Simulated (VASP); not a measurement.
# MgS in VASP: further runs

Runs on MgS. Level: PBEsol. Tasks: single point.

Program: VASP 6.6.1. These are calculated values, not measurements. Logs are shortened: lines on timing, memory, paths and dates and some standing lists are left out, and cuts for length are marked.

## (1) The cell of the first run

The structure is cubic, space group Fm-3m (No. 225). The conventional cell has a = 5.203 Å, b = 5.203 Å, c = 5.203 Å, α = 90.00°, β = 90.00°, γ = 90.00°. Mg (site symmetry m-3m) has 6 S at 2.60 Å within 3.4 Å. Within 3.4 Å of S (site symmetry m-3m) lie 6 Mg at 2.60 Å.

## (2) Single point, PBEsol

Contents of INCAR:

```
SYSTEM = MgS
  ALGO = Normal
  EDIFF = 1E-6
  ENCUT = 520
  GGA = PS
  ISIF = 2
  ISMEAR = -1
  LASPH = .TRUE.
  LCHARG = .TRUE.
  LELF = .TRUE.
  LREAL = .FALSE.
  LVHAR = .TRUE.
  LWAVE = .FALSE.
  NBANDS = 11
  NELM = 80
  PREC = Accurate
  SIGMA = 0.03
```

Contents of KPOINTS:

```
k-points
0
G
  10 10 10
  0 0 0
```

Contents of POSCAR:

```
MgS
1.0
    0.0000000000      2.6016500000      2.6016500000
    2.6016500000      0.0000000000      2.6016500000
    2.6016500000      2.6016500000      0.0000000000
Mg S
1 1
Direct
    0.0000000000      0.0000000000      0.0000000000
    0.5000000000      0.5000000000      0.5000000000
```

Potentials or basis: VASP PAW PBE potentials, release 64 (Mg, S).

Command:

```bash
> cat potpaw_PBE.64/Mg/POTCAR potpaw_PBE.64/S/POTCAR > POTCAR
> mpirun -np 1 vasp_std > vasp.out
```

OUTCAR:

```text
SYSTEM = MgS
   EDIFF = 1E-6
   ENCUT = 520
   GGA = PS
   ISIF = 2
   ISMEAR = -1
   LASPH = .TRUE.
   LREAL = .FALSE.
   NELM = 80
   PREC = Accurate

 ion  position               nearest neighbor table
   1  0.000  0.000  0.000-   2 2.60   2 2.60   2 2.60   2 2.60   2 2.60   2 2.60
   2  0.500  0.500  0.500-   1 2.60   1 2.60   1 2.60   1 2.60   1 2.60   1 2.60

  LATTYP: Found a face centered cubic cell.
 ALAT       =     5.2033000000

  Lattice vectors:

 A1 = (   0.0000000000,   2.6016500000,   2.6016500000)
 A2 = (   2.6016500000,   0.0000000000,   2.6016500000)
 A3 = (   2.6016500000,   2.6016500000,   0.0000000000)

Analysis of symmetry for initial positions (statically):
=====================================================================
 Subroutine PRICEL returns:
 Original cell was already a primitive cell.

 Routine SETGRP: Setting up the symmetry group for a
 face centered cubic supercell.

 Subroutine GETGRP returns: Found 48 space group operations
 (whereof 48 operations were pure point group operations)
 out of a pool of 48 trial point group operations.

The static configuration has the point symmetry O_h .

Analysis of symmetry for dynamics (positions and initial velocities):
=====================================================================
 Subroutine PRICEL returns:
 Original cell was already a primitive cell.

 Routine SETGRP: Setting up the symmetry group for a
 face centered cubic supercell.

 Subroutine GETGRP returns: Found 48 space group operations
 (whereof 48 operations were pure point group operations)
 out of a pool of 48 trial point group operations.

The dynamic configuration has the point symmetry O_h .

 Subroutine INISYM returns: Found 48 space group operations
 (whereof 48 operations are pure point group operations),
 and found     1 'primitive' translations

----------------------------------------------------------------------------------------

                                     Primitive cell

  volume of cell :      35.2190

  direct lattice vectors                    reciprocal lattice vectors
     0.000000000  2.601650000  2.601650000    -0.192185728  0.192185728  0.192185728
     2.601650000  0.000000000  2.601650000     0.192185728 -0.192185728  0.192185728
     2.601650000  2.601650000  0.000000000     0.192185728  0.192185728 -0.192185728

  length of vectors
     3.679288715  3.679288715  3.679288715     0.332875446  0.332875446  0.332875446

  position of ions in fractional coordinates (direct lattice)
     0.000000000  0.000000000  0.000000000
     0.500000000  0.500000000  0.500000000

  ion indices of the primitive-cell ions
   primitive index   ion index
                 1           1
                 2           2

----------------------------------------------------------------------------------------

 KPOINTS: k-points

Automatic generation of k-mesh.
 Grid dimensions read from file:
 generate k-points for:   10   10   10

 Generating k-lattice:

  Cartesian coordinates                     Fractional coordinates (reciprocal lattice)
    -0.019218573  0.019218573  0.019218573     0.100000000  0.000000000  0.000000000
     0.019218573 -0.019218573  0.019218573     0.000000000  0.100000000  0.000000000
     0.019218573  0.019218573 -0.019218573     0.000000000  0.000000000  0.100000000

  Length of vectors
     0.033287545  0.033287545  0.033287545

  Shift w.r.t. Gamma in fractional coordinates (k-lattice)
     0.000000000  0.000000000  0.000000000

 Subroutine IBZKPT returns following result:
 ===========================================

 Found     47 irreducible k-points:

 Following reciprocal coordinates:
            Coordinates               Weight
  0.000000  0.000000  0.000000      1.000000
  0.100000  0.000000  0.000000      8.000000
  0.200000  0.000000  0.000000      8.000000
  0.300000  0.000000  0.000000      8.000000
  0.400000  0.000000  0.000000      8.000000
  0.500000  0.000000  0.000000      4.000000
[... 16 lines left out ...]
  0.300000  0.300000  0.000000      6.000000
  0.400000  0.300000  0.000000     24.000000
 [... further k-points ...]
   k-points           NKPTS =     47   k-points in BZ     NKDIM =     47   number of bands    NBANDS=     11
   number of dos      NEDOS =    301   number of ions     NIONS =      2
   total plane-waves  NPLWV =  21952
   dimension x,y,z NGX =    28 NGY =   28 NGZ =   28
   dimension x,y,z NGXF=    56 NGYF=   56 NGZF=   56
   ions per type =               1   1
   NGX,Y,Z   is equivalent  to a cutoff of  12.65, 12.65, 12.65 a.u.
   NGXF,Y,Z  is equivalent  to a cutoff of  25.30, 25.30, 25.30 a.u.
 SYSTEM =  MgS
   PREC   = accura    normal or accurate (medium, high low for compatibility)
   ISTART =      0    job   : 0-new  1-cont  2-samecut
   ICHARG =      2    charge: 1-file 2-atom 10-const
   ISPIN  =      1    spin polarized calculation?
   LNONCOLLINEAR =      F non collinear calculations
   LSORBIT =      F    spin-orbit coupling
   LASPH  =      T    aspherical Exc in radial PAW
   ENCUT  =  520.0 eV  38.22 Ry    6.18 a.u.   6.84  6.84  6.84*2*pi/ulx,y,z
   NELM   =     80;   NELMIN=  2; NELMDL= -5     # of ELM steps
   EDIFF  = 0.1E-05   stopping-criterion for ELM
   LREAL  =      F    real-space projection
   EDIFFG = 0.1E-04   stopping-criterion for IOM
   NSW    =      0    number of steps for IOM
   IBRION =     -1    ionic relax: 0-MD 1-quasi-New 2-CG
   NFREE  =      0    steps in history (QN), initial steepest desc. (CG)
   ISIF   =      2    stress and relaxation
   ISYM   =      2    0-nonsym 1-usesym 2-fastsym
   POTIM  = 0.5000    time-step for ionic-motion
   TEBEG  =    0.0;   TEEND  =   0.0 temperature during run
   PSTRESS=    0.0 pullay stress
   NELECT =       8.0000    total number of electrons
   NUPDOWN=      -1.0000    fix difference up-down
   EMIN   =  10.00;   EMAX   =-10.00  energy-range for DOS
   EFERMI =   0.00;   METHOD = LEGACY
   ISMEAR =    -1;   SIGMA  =   0.03  broadening in eV -4-tet -1-fermi 0-gaus
   EFERMI_NEDOS =   21; number of points for ismear=-14 and -15
   IALGO  =     38    algorithm
   IMIX   =      4    mixing-type and parameters
     AMIX     =   0.40;   BMIX     =  1.00
     AMIX_MAG =   1.60;   BMIX_MAG =  1.00
  volume/ion in A,a.u.               =      17.61       118.83
  Fermi-wavevector in a.u.,A,eV,Ry     =   0.998878  1.887606 13.575323  0.997758
  Thomas-Fermi vector in A             =   2.131131
   LORBIT       =      0    0 simple, 1 ext, 2 COOP (PROOUT), +10 PAW based schemes
   GGA     = PS    functional components
   LHFCALC =     F    Hartree Fock is set to
   AEXX    =    0.0000 exact exchange contribution
   IVDW    =     0    specifies the selected vdW correction
   LEPSILON=     F    determine dielectric tensor
   LRPA    =     F    only Hartree local field effects (RPA)
 non-spin polarized calculation
  energy-cutoff  :      520.00
  volume of cell :       35.22
 maximum number of plane-waves:       962
   NGX = 13   NGY = 13   NGZ = 13

 number of electron       8.0000000 magnetization

 Free energy of the ion-electron system (eV)
  ---------------------------------------------------
  ext. energy  EPLUGINS =         0.00000000
  ---------------------------------------------------
  free energy    TOTEN  =        -9.07357586 eV

  energy without entropy =       -9.07357586  energy(sigma->0) =       -9.07357586

 E-fermi :   4.2596     XC(G=0):  -9.8367

 val. band max:        3.6752746717   @ k =   0.0000   0.0000   0.0000
 cond. band min:       6.3794765675   @ k =   0.5000   0.5000   0.0000
 fundamental gap:      2.7042018958
 Fermi energy:         4.2596214445

 k-point     1 :       0.0000    0.0000    0.0000
  band No.  band energies     occupation
      1      -9.0079      2.00000
      2       3.6753      2.00000
      3       3.6753      2.00000
      4       3.6753      2.00000
      5       7.2683      0.00000
      6      11.5294      0.00000
      7      11.5294      0.00000
      8      11.5294      0.00000
      9      13.9867      0.00000
     10      13.9867      0.00000
     11      15.9712      0.00000

 k-point     2 :       0.1000    0.0000    0.0000
  band No.  band energies     occupation
      1      -8.9094      2.00000
      2       2.9335      2.00000
      3       3.6073      2.00000
      4       3.6073      2.00000
      5       7.8604      0.00000
      6      11.2609      0.00000
      7      11.7162      0.00000
      8      11.7162      0.00000
      9      13.4769      0.00000
     10      13.4769      0.00000
     11      16.3546      0.00000

 k-point     3 :       0.2000    0.0000    0.0000
  band No.  band energies     occupation
      1      -8.6312      2.00000
      2       1.5342      2.00000
      3       3.4423      2.00000
      4       3.4423      2.00000
      5       8.4947      0.00000
      6      11.3955      0.00000
      7      11.6948      0.00000
      8      11.6948      0.00000
      9      13.4039      0.00000
     10      13.4039      0.00000
     11      15.7579      0.00000

 k-point     4 :       0.3000    0.0000    0.0000
  band No.  band energies     occupation
      1      -8.2344      2.00000
      2       0.1713      2.00000
      3       3.2593      2.00000
      4       3.2593      2.00000
      5       8.4023      0.00000
      6      11.1135      0.00000
      7      11.1135      0.00000
      8      12.5275      0.00000
      9      14.5812      0.00000
     10      14.5812      0.00000
     11      15.1807      0.00000
[... 239 lines left out ...]
 k-point    22 :      -0.2000    0.2000    0.0000
  band No.  band energies     occupation
      1      -8.1059      2.00000
      2       0.4191      2.00000
      3       1.9870      2.00000
      4       3.3072      2.00000
      5       9.7776      0.00000
      6      10.8319      0.00000
      7      10.9458      0.00000
      8      11.4811      0.00000
      9      13.2004      0.00000
     10      17.0719      0.00000
     11      18.0258      0.00000

 k-point    23 :       0.3000    0.3000    0.0000
  band No.  band energies     occupation
      1      -7.9968      2.00000
      2       0.5406      2.00000
      3       2.4458      2.00000
      4       2.4458      2.00000
      5       7.9248      0.00000
      6       8.7210      0.00000
      7      12.6572      0.00000
      8      14.5194      0.00000
      9      14.5194      0.00000
     10      15.3752      0.00000
     11      19.8653      0.00000

 k-point    24 :       0.4000    0.3000    0.0000
  band No.  band energies     occupation
      1      -7.7071      2.00000
      2       0.0250      2.00000
      3       2.0103      2.00000
      4       2.2904      2.00000
      5       7.5440      0.00000
      6       8.7683      0.00000
      7      13.0585      0.00000
      8      14.1307      0.00000
      9      15.6724      0.00000
     10      16.9071      0.00000
     11      20.2449      0.00000

 [... further k-points ...]
[... 5 lines left out ...]
  --------------------------------------------------------------------------------------
  -------------------------------------------------------------------------------------
  Total       -0.2541275     -0.2541275     -0.2541275      0.0000000      0.0000000     -0.0000000
  in kB      -11.5607408    -11.5607408    -11.5607408      0.0000000      0.0000000     -0.0000000
  external PRESSURE =     -11.5607408 kB  Pullay stress =       0.0000000 kB

 VOLUME and BASIS-vectors are now :
 -----------------------------------------------------------------------------
  energy-cutoff  :      520.00
  volume of cell :       35.22
      direct lattice vectors                 reciprocal lattice vectors
     0.000000000  2.601650000  2.601650000    -0.192185728  0.192185728  0.192185728
     2.601650000  0.000000000  2.601650000     0.192185728 -0.192185728  0.192185728
     2.601650000  2.601650000  0.000000000     0.192185728  0.192185728 -0.192185728

 POSITION                                       TOTAL-FORCE (eV/Angst)
 -----------------------------------------------------------------------------------
      0.00000      0.00000      0.00000         0.000000      0.000000      0.000000
      2.60165      2.60165      2.60165        -0.000000     -0.000000     -0.000000
 -----------------------------------------------------------------------------------
    total drift:                                0.000000      0.000000      0.000000

  FREE ENERGIE OF THE ION-ELECTRON SYSTEM (eV)
  ---------------------------------------------------
  free  energy   TOTEN  =        -9.0735758633 eV

  energy  without entropy=       -9.0735758632  energy(sigma->0) =       -9.07357586
```

Run time: 14 s. Hardware: 1 thread of Intel Xeon Platinum 8488C (Sapphire Rapids), shared host; peak memory 0.16 GiB.

What came out:

```yaml
Free_energy: -9.0736 eV
Pressure: -1.2 GPa
Band_gap_on_the_k_mesh: 2.70 eV, indirect (least direct gap 3.59 eV)
```

Caveat: the PAW data sets were made with another functional, which shifts forces and pressure a little.

(Part 1 of 2 ends here.)
